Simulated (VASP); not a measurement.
Crystal: Nb2PdSe4.

```
Nb Pd Se
1.0
    -0.00001    3.61751   -0.09155
    -2.87622   -0.15172    5.87863
     6.89442   -1.80846   -0.02423
Nb Pd Se
2 1 4
Direct
  0.75348 0.67975 0.49353
  0.24922 0.32305 0.50540
  0.98718 0.99293 0.99266
  0.09593 0.46172 0.21405
  0.88609 0.54203 0.78503
  0.35458 0.02181 0.72271
  0.67353 0.97870 0.28663
```

```yaml
Program: VASP 6.6.1
Task: relaxation of cell and atoms
Functional: PBE
Potentials_or_basis: VASP PAW PBE potentials, release 64 (Nb_sv, Pd, Se)
Cutoff: 600 eV
k_mesh: 6 × 4 × 6
Occupations: gaussian, width 0.2 eV
Spin: no spin polarisation
```

At the start: pressure -1.0 GPa; volume 20.83 Å³/atom.

Problem. Where does the relaxation end?

Solution. Over 14 steps the energy falls by 37.1 meV/atom and the volume is 20.22 Å³/atom (-2.9 %); space group P1 (No. 1, to 0.1 Å) before, C2/m (No. 12, to 0.1 Å).

Step by step:
| step | energy change (eV) | largest force (eV/Å) | pressure (GPa) | volume (Å³) |
| --- | --- | --- | --- | --- |
| 1 | 0.0000 | 0.9301 | -1.02 | 145.79 |
| 2 | -0.1909 | 0.5607 | -0.31 | 142.93 |
| 3 | -0.1913 | 0.5833 | -0.23 | 142.79 |
| 4 | -0.2416 | 0.2572 | 0.10 | 141.49 |
| 5 | -0.2431 | 0.3147 | 0.22 | 141.22 |
| 6 | -0.2550 | 0.1570 | -0.09 | 141.63 |
| 7 | -0.2558 | 0.1326 | -0.19 | 141.78 |
| 8 | -0.2579 | 0.0642 | 0.24 | 141.33 |
| 9 | -0.2579 | 0.0660 | 0.20 | 141.38 |
| 10 | -0.2590 | 0.0378 | -0.14 | 141.75 |
| 11 | -0.2590 | 0.0377 | -0.14 | 141.75 |
| 12 | -0.2596 | 0.0310 | 0.01 | 141.56 |
| 13 | -0.2596 | 0.0313 | 0.01 | 141.56 |
| 14 | -0.2597 | 0.0238 | 0.01 | 141.57 |

Final structure:
```yaml
crystal:
  lattice:
    - [0.00466, 3.52163, 0.00181]
    - [-2.81710, -0.00153, 5.84381]
    - [6.87911, -1.75477, -0.00533]
  atoms:
    - { symbol: Nb, position: [0.74820, 0.68858, 0.49540] }
    - { symbol: Nb, position: [0.25229, 0.31165, 0.50435] }
    - { symbol: Pd, position: [0.99979, 0.99958, 0.00038] }
    - { symbol: Se, position: [0.10718, 0.45986, 0.21073] }
    - { symbol: Se, position: [0.89346, 0.54030, 0.78908] }
    - { symbol: Se, position: [0.35610, 0.02008, 0.71556] }
    - { symbol: Se, position: [0.64298, 0.97996, 0.28450] }
```
